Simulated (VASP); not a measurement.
Here is a VASP 6.6.1 calculation.

INCAR

```
ALGO = Normal ; EDIFF = 1E-7
ENCUT = 520 ; GGA = CA
ISIF = 2 ; ISMEAR = 0
LASPH = T ; LCHARG = F
LREAL = F ; LWAVE = F
NBANDS = 15 ; NELM = 60
PREC = Accurate ; SIGMA = 0.05
```

KPOINTS

```
k-points
0
Gamma
  8 8 8
```

File POSCAR:

```
KF
1.0
    0.0000000000      2.5398250000      2.8071750000
    2.5398250000      0.0000000000      2.8071750000
    2.5398250000      2.5398250000      0.0000000000
K F
1 1
Direct
    0.0000000000      0.0000000000      0.0000000000
    0.5000000000      0.5000000000      0.5000000000
```

Potentials or basis: VASP PAW LDA potentials, release 64 (K_sv, F).

Run with:

```sh
$ cat potpaw_LDA.64/K_sv/POTCAR potpaw_LDA.64/F/POTCAR > POTCAR
$ mpirun -np 1 vasp_std > vasp.out
```

Predict the band gap on the k mesh.

5.94 eV, direct.

What does it give for the pressure?

-0.8 GPa.

Stress tensor (GPa, compression positive):
```
 0.91  0.00  0.00
 0.00  0.91  0.00
 0.00  0.00 -4.35
```

Caveat: the cell differs from its parent crystal (strain -0.050 along x and y, +0.050 along z). A k mesh can miss the band edges.
